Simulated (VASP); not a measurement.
Wanted: the native input for a VASP 6.6.1 run.

```yaml
Task: relaxation of cell and atoms
Functional: PBE
Potentials_or_basis: VASP PAW PBE potentials, release 64 (Al, Ni)
Cutoff: 600 eV
k_mesh: 18 × 18 × 18
Occupations: gaussian, width 0.1 eV
Spin: no spin polarisation
Dipole_correction: no
Further_INCAR_settings: ALGO = Normal; EDIFF = 1e-07; IBRION = 2; EDIFFG = -0.01; NSW = 100; ISIF = 3
```

The structure of AlNi lies in POSCAR:

```
AlNi
1.0
    0.0000000000      2.6808142952      2.6808142952
    2.6808142952      0.0000000000      2.6808142952
    2.6808142952      2.6808142952      0.0000000000
Al Ni
1 1
Direct
    0.0000000000      0.0000000000      0.0000000000
    0.2500000000      0.2500000000      0.2500000000
```

One way to write it, as run:

INCAR

```
SYSTEM = AlNi
ALGO     = Normal         ! electronic algorithm
EDIFF    = 1E-7           ! SCF threshold, eV
EDIFFG   = -0.01          ! ionic threshold
ENCUT    = 600            ! plane-wave cutoff, eV
GGA      = PE             ! functional
GGA_COMPAT= .False.      
IBRION   = 2              ! ionic algorithm
ISIF     = 3              ! what is computed and relaxed
ISMEAR   = 0              ! smearing method
LASPH    = .True.         ! aspherical terms in the spheres
LCHARG   = .False.        ! write CHGCAR
LREAL    = .False.        ! projectors in reciprocal space
LWAVE    = .False.        ! write WAVECAR
NELM     = 120            ! most SCF steps
NELMIN   = 4            
NSW      = 100            ! ionic steps
PREC     = Accurate       ! precision mode
SIGMA    = 0.1            ! smearing width, eV
```

KPOINTS

```
k-points
0
Gamma
  18 18 18
  0 0 0
```

Potentials or basis: VASP PAW PBE potentials, release 64 (Al, Ni).

The run is started by

```bash
$ cat potpaw_PBE.64/Al/POTCAR potpaw_PBE.64/Ni/POTCAR > POTCAR
$ mpirun -np 1 vasp_std > vasp.out
```

It gave:

* Relaxed volume: 19.22 Å³/atom
* Relaxed cell: a = 3.788 Å, b = 3.788 Å, c = 3.788 Å, α = 60.00°, β = 60.00°, γ = 60.00°
* Space group after relaxing (to 0.1 Å): F-43m (No. 216)
* Energy gained by relaxing: 0.0 meV/atom
* Ionic steps: 2
* Pressure after relaxing: 0.0 GPa
* Band gap on the k mesh: zero (an odd number of electrons rules out a gap without spin polarisation)

Run time: 73 s on 1 thread of Intel(R) Xeon(R) 6975P-C (Granite Rapids), with other jobs on the host, peak memory 0.25 GiB.
